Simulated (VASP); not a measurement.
A run of VASP 6.6.1 is set up as follows.

INCAR

```
SYSTEM = Si7Ge
PREC = Accurate
ENCUT = 520
EDIFF = 1E-6
ISMEAR = 0
SIGMA = 0.03
LREAL = .False.
LASPH = .True.
NELM = 80
ALGO = Normal
ISIF = 2
LWAVE = .False.
LCHARG = .False.
GGA = PS
NBANDS = 31
```

The input KPOINTS:

```
Automatic mesh
0
Gamma
  6 6 6
  0 0 0
```

POSCAR

```
Si7Ge
1.0
    5.4589494008      0.0000000000     -0.4503633256
    0.0000000000      5.4589494008     -0.1501211085
   -0.4503633256     -0.1501211085      5.4589494008
Si Ge
7 1
Direct
    0.2525986838      0.2525986838      0.2525986838
    0.0000000000      0.5000000000      0.5000000000
    0.5000000000      0.5000000000      0.0000000000
    0.5000000000      0.0000000000      0.5000000000
    0.7474013162      0.2525986838      0.7474013162
    0.7474013162      0.7474013162      0.2525986838
    0.2525986838      0.7474013162      0.7474013162
    0.0000000000      0.0000000000      0.0000000000
```

Potentials or basis: VASP PAW PBE potentials, release 64 (Si, Ge_d).

The run is started by

```console
$ cat potpaw_PBE.64/Si/POTCAR potpaw_PBE.64/Ge_d/POTCAR > POTCAR
$ mpirun -np 1 vasp_std > vasp.out
```

Task: Predict the largest force.

Result: 1.978 eV/Å.

Task: Predict the pressure.

Result: 3.6 GPa.

Task: Predict the band gap on the k mesh.

Result: Zero (bands 21 and 22 overlap by 0.14 eV).

Forces in eV/Å, atoms in the order of the input:
```
Si   0.653  1.777  0.482
Si  -0.622 -1.776 -0.433
Si  -0.624 -1.777 -0.474
Si  -0.620 -1.750 -0.432
Si   0.590  1.781  0.412
Si   0.611  1.787  0.469
Si   0.649  1.777  0.424
Ge  -0.637 -1.818 -0.449
```

Caveat: the cell differs from its parent crystal (engineering shear strain xz -0.1650, engineering shear strain yz -0.0550); the cell stands under pressure; semilocal functionals underestimate gaps, and a narrow one can read as zero; the PAW data sets were made with another functional, which shifts forces and pressure a little.
